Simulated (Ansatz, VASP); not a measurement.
**Two plane-wave programs on Nb**

```xyz
1
Lattice="0.0000 2.1150 2.2207 2.1150 0.0000 2.2207 2.1150 2.1150 0.0000" Properties=species:S:1:pos:R:3 pbc="T T T"
Nb    0.0000    0.0000    0.0000
```

Change from the starting cell: strain +0.000 along x and y, +0.050 along z, atoms carried along.

Alike in both runs: task single point; functional r2SCAN; k mesh 20 × 20 × 20; occupations gaussian, width 0.15 eV; no spin polarisation.

|  | VASP | Ansatz |
| --- | --- | --- |
| version | VASP 6.6.1 | Ansatz 0.2.0 |
| potentials or method | VASP PAW PBE potentials, release 64 (Nb_sv), cutoff 520 eV | scalar-relativistic, plane waves, PAW |
| valence electrons in the cell | 13 | 13 |

```tsv
	VASP	Ansatz	Ansatz less VASP
gap on the k mesh at the Fermi level (eV)	none	none	-
pressure (GPa)	-9.8	-9.7	+0.19
traceless stress, the component that is largest in VASP (GPa)	6.10	6.13	+0.032
```

VASP's potentials were made for PBE, not for r2SCAN. A gap of «none» marks a metal or a gap that the smearing closes.
